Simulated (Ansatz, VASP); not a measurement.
# Al2Cu: VASP beside Ansatz

File INCAR:

```
SYSTEM = Al2Cu
  PREC = Accurate
  ENCUT = 600
  EDIFF = 1E-6
  ISMEAR = 0
  SIGMA = 0.1
  LREAL = .False.
  LASPH = .True.
  NELM = 100
  ALGO = Fast
  ISIF = 3
  LWAVE = .False.
  LCHARG = .False.
  GGA = PE
  IBRION = 2
  NSW = 100
  EDIFFG = -0.002
```

KPOINTS

```
Automatic mesh
0
Gamma
  10 10 10
  0 0 0
```

File POSCAR:

```
Al2Cu
1.0
   -2.9988978300      2.9988978300      2.3927372900
    2.9988978300     -2.9988978300      2.3927372900
    2.9988978300      2.9988978300     -2.3927372900
Al Cu
4 2
Direct
    0.3413930800      0.1586069200      0.5000000000
    0.1586069200      0.6586069200      0.8172138400
    0.8413930800      0.3413930800      0.1827861600
    0.6586069200      0.8413930800      0.5000000000
    0.7500000000      0.7500000000      0.0000000000
    0.2500000000      0.2500000000      0.0000000000
```

Input for Ansatz:

```yaml
crystal:
  lattice:
    - [-2.99889783, 2.99889783, 2.39273729]
    - [2.99889783, -2.99889783, 2.39273729]
    - [2.99889783, 2.99889783, -2.39273729]
  atoms:
    - { symbol: Al, position: [0.34139308, 0.15860692, 0.5] }
    - { symbol: Al, position: [0.15860692, 0.65860692, 0.81721384] }
    - { symbol: Al, position: [0.84139308, 0.34139308, 0.18278616] }
    - { symbol: Al, position: [0.65860692, 0.84139308, 0.5] }
    - { symbol: Cu, position: [0.75, 0.75, 0.0] }
    - { symbol: Cu, position: [0.25, 0.25, 0.0] }
basis:
  ecutwfc: 420
kpoints:
  mp_grid: { grid: [10, 10, 10] }
hamiltonian:
  xc: pbe
  pseudopotentials: { kind: paw, azcp: { folder: soft_1 } }
scf:
  occupations: { method: gaussian, width: 0.1 }
output:
  forces: true
  stress: true
  eigenvalues: true
relax:
  adjacent_minimum: "off"
  f_tol: 0.002
  max_steps: 80
  cell: { stress_tol: 0.02 }
```

Alike in both runs: task relaxation of cell and atoms; functional PBE; k mesh 10 × 10 × 10; occupations gaussian, width 0.1 eV; no spin polarisation.

|  | VASP | Ansatz |
| --- | --- | --- |
| version | VASP 6.6.1 | Ansatz 0.2.0 |
| potentials or method | VASP PAW PBE potentials, release 64 (Al, Cu), cutoff 600 eV | scalar-relativistic, plane waves, PAW |
| valence electrons in the cell | 34 | 50 |

```csv
,VASP,Ansatz,Ansatz less VASP
"gap on the k mesh at the Fermi level, each at its own relaxed structure (eV)",none,none,-
relaxed volume (Å³/atom),14.94,14.91,-0.036
relaxed cell length with the largest relative difference (Å),4.931,4.927,-0.0040
```

A gap of «none» marks a metal or a gap that the smearing closes. VASP's potentials hold 34 valence electrons a cell and Ansatz's 50, so a difference there can come from the potentials and not from the codes.
